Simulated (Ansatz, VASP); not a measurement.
## Two plane-wave programs on MnS

Contents of INCAR:

```
PREC     = Accurate       # precision mode
ENCUT    = 600            # plane-wave cutoff, eV
EDIFF    = 1E-7           # SCF threshold, eV
ISMEAR   = -1             # smearing method
SIGMA    = 0.05           # smearing width, eV
LREAL    = False          # projectors in reciprocal space
LASPH    = True           # aspherical terms in the spheres
NELM     = 150            # most SCF steps
ALGO     = Normal         # electronic algorithm
ISIF     = 3              # what is computed and relaxed
LWAVE    = False          # write WAVECAR
LCHARG   = False          # write CHGCAR
ISPIN    = 2              # spin polarisation
MAGMOM   = 4 0            # initial moments
LORBIT   = 11             # projections on sites
LMAXMIX  = 4              # l up to which the mixer works
LDAU     = True           # DFT+U
LDAUTYPE = 2            
LDAUL    = 2 -1           # shell
LDAUU    = 8 0            # U, eV
LDAUJ    = 0 0          
LDAUPRINT= 1            
GGA      = PS             # functional
IBRION   = 2              # ionic algorithm
NSW      = 60             # ionic steps
EDIFFG   = -0.01          # ionic threshold
```

KPOINTS

```
Automatic mesh
0
Gamma
  9 9 9
```

POSCAR

```
MnS
1.0
    0.0000000000      2.4734634191      2.4734634191
    2.4734634191      0.0000000000      2.4734634191
    2.4734634191      2.4734634191      0.0000000000
Mn S
1 1
Direct
    0.0000000000      0.0000000000      0.0000000000
    0.7500000000      0.7500000000      0.7500000000
```

The input input.yaml:

```yaml
crystal:
  lattice:
    - [0.0, 2.4734634191, 2.4734634191]
    - [2.4734634191, 0.0, 2.4734634191]
    - [2.4734634191, 2.4734634191, 0.0]
  atoms:
    - { symbol: Mn, position: [0.0, 0.0, 0.0], spin: 4.0 }
    - { symbol: S, position: [0.75, 0.75, 0.75] }
hamiltonian:
  xc: pbesol
  pseudopotentials: { kind: paw }
  hubbard: { sites: [{ species: Mn, l: d, u_eff: 8.0 }] }
magnetization:
  spin_polarized: true
kpoints:
  mp_grid: { grid: [9, 9, 9] }
scf:
  occupations: { method: fermi_dirac, width: 0.05 }
output:
  forces: true
  stress: true
  eigenvalues: true
relax:
  f_tol: 0.01
  max_steps: 40
  cell: { stress_tol: 0.05 }
```

Alike in both runs: task relaxation of cell and atoms; functional PBEsol; k mesh 9 × 9 × 9; occupations fermi-dirac, width 0.05 eV; collinear spin; Hubbard terms Mn d U = 8.0 eV.

```csv
,VASP,Ansatz
version,VASP 6.6.1,Ansatz 0.2.0
potentials or method,"VASP PAW PBE potentials, release 64 (Mn_pv, S)",Ansatz PAW
plane-wave cutoff (eV),600,420
valence electrons in the cell,19,21
```

VASP gave:

- gap on the k mesh at the Fermi level, each at its own relaxed structure (eV): 1.50
- net moment per atom (μB): 2.50
- size of the moment on the site where the two differ most (μB): 4.72
- relaxed volume (Å³/atom): 23.53
- relaxed cell length with the largest relative difference (Å): 4.052

Question: Estimate Ansatz's values.

Answer: gap on the k mesh at the Fermi level, each at its own relaxed structure (eV): 1.28; net moment per atom (μB): 2.50; size of the moment on the site where the two differ most (μB): 4.50; relaxed volume (Å³/atom): 23.68; relaxed cell length with the largest relative difference (Å): 4.061.

VASP's potentials were made for PBE, not for PBEsol. Site moments also hang on the region over which each program counts them. The programs project onto different local orbitals, so the same U acts differently, and such runs can settle in different states. VASP's potentials hold 19 valence electrons a cell and Ansatz's 21, so a difference there can come from the potentials and not from the codes.

Noted on VASP's run: the volume moved by over 15 % at a fixed basis, so the end points are rough. Noted on Ansatz's run: the magnetic or orbital state may not be the lowest; the volume moved by over 15 % at a fixed basis, so the end points are rough; odd divisions of the mesh miss points on the zone boundary, where band edges often lie, so the gap on the mesh can be too wide; the plane-wave basis is chosen anew once the cell has moved, so the energies of steps on either side of that aren't comparable.
